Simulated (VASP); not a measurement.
GaAs:

```
As Ga
1.0
     0.00000    2.84557    2.84557
     2.84557    0.00000    2.84557
     2.84557    2.84557    0.00000
As Ga
1 1
Direct
  0.75000 0.75000 0.75000
  0.00000 0.00000 0.00000
```

Base run:

```yaml
Program: VASP 6.6.1
Functional: RPBE
Dispersion: D3(BJ)
Potentials_or_basis: VASP PAW PBE potentials, release 64 (As, Ga_d)
Cutoff: 520 eV
k_mesh: 8 × 8 × 8
Occupations: fermi-dirac, width 0.05 eV
Spin: no spin polarisation
```

Its results: band gap on the k mesh 0.50 eV, direct; pressure -6.6 GPa.

After a change of settings the same cell gave: band gap on the k mesh 0.37 eV, direct; pressure -0.4 GPa. Which change was it?
A. functional from RPBE to r2SCAN; further incar settings from ALGO = Normal; EDIFF = 1e-06; NBANDS = 16 to ALGO = Normal; EDIFF = 1e-07; NBANDS = 16
B. functional from RPBE to PBE
C. functional from RPBE to PBEsol
D. functional from RPBE to BLYP; dispersion from D3(BJ) to none

B.

Caveats: the PAW data sets were made with another functional, which shifts forces and pressure a little (some runs).
